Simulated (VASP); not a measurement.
The system is TiAl3.

```
Ti Al
1.0
     2.81167   -0.01966   -0.01866
    -0.03241    4.64216   -0.01009
    -0.03220   -0.01056    4.93494
Ti Al
1 3
Direct
  0.97326 0.48855 0.17604
  0.50336 0.52369 0.67454
  0.47355 0.04187 0.30828
  0.00481 0.99692 0.84632
```

This cell differs from its parent crystal: atoms moved at random and the cell strained at random.

Base run:

| Item | Value |
| --- | --- |
| Program | VASP 6.6.1 |
| Functional | r2SCAN |
| Potentials or basis | VASP PAW PBE potentials, release 64 (Ti_sv, Al) |
| Cutoff | 520 eV |
| k mesh | 10 × 6 × 6 |
| Occupations | gaussian, width 0.1 eV |
| Spin | no spin polarisation |

Its results: band gap on the k mesh zero (an odd number of electrons rules out a gap without spin polarisation); pressure 1.3 GPa; largest force 2.132 eV/Å.

Problem. The run is repeated on the same cell with these changes: k mesh from 10 × 6 × 6 to 2 × 2 × 2. What comes out?

Solution. Band gap on the k mesh zero (an odd number of electrons rules out a gap without spin polarisation); pressure -0.4 GPa; largest force 2.204 eV/Å.

Caveats: some runs use coarse meshes; the PAW data sets were made with another functional, which shifts forces and pressure a little.
